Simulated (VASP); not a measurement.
A run of VASP 6.6.1 is set up as follows.

INCAR

```
SYSTEM = Sb
  PREC = Accurate
  ENCUT = 500
  EDIFF = 1E-6
  ISMEAR = -1
  SIGMA = 0.05
  LREAL = .FALSE.
  LASPH = .TRUE.
  NELM = 120
  ALGO = Normal
  ISIF = 2
  LWAVE = .FALSE.
  LCHARG = .FALSE.
  GGA = PE
  ALDAC = 0.0
  AGGAC = 0.0
  NBANDS = 22
  GGA_COMPAT = .FALSE.
```

File KPOINTS:

```
Automatic mesh
0
G
  8 8 8
  0 0 0
```

Contents of POSCAR:

```
Sb
1.0
    2.1964499421      1.2681209653      3.8317049867
   -2.1964499421      1.2681209653      3.8317049867
    0.0000000000     -2.5362419306      3.8317049867
Sb
2
Direct
    0.7665100000      0.7665100000      0.7665100000
    0.2334900000      0.2334900000      0.2334900000
```

Potentials or basis: VASP PAW PBE potentials, release 64 (Sb_d_GW).

Command:

```console
$ cat potpaw_PBE.64/Sb_d_GW/POTCAR > POTCAR
$ mpirun -np 1 vasp_std > vasp.out
```

Q: Estimate the pressure.

A: 8.2 GPa.

Q: Predict the largest force.

A: 0.014 eV/Å.

Forces on the atoms (eV/Å):
```
Sb   0.000  0.000 -0.014
Sb   0.000  0.000  0.014
```
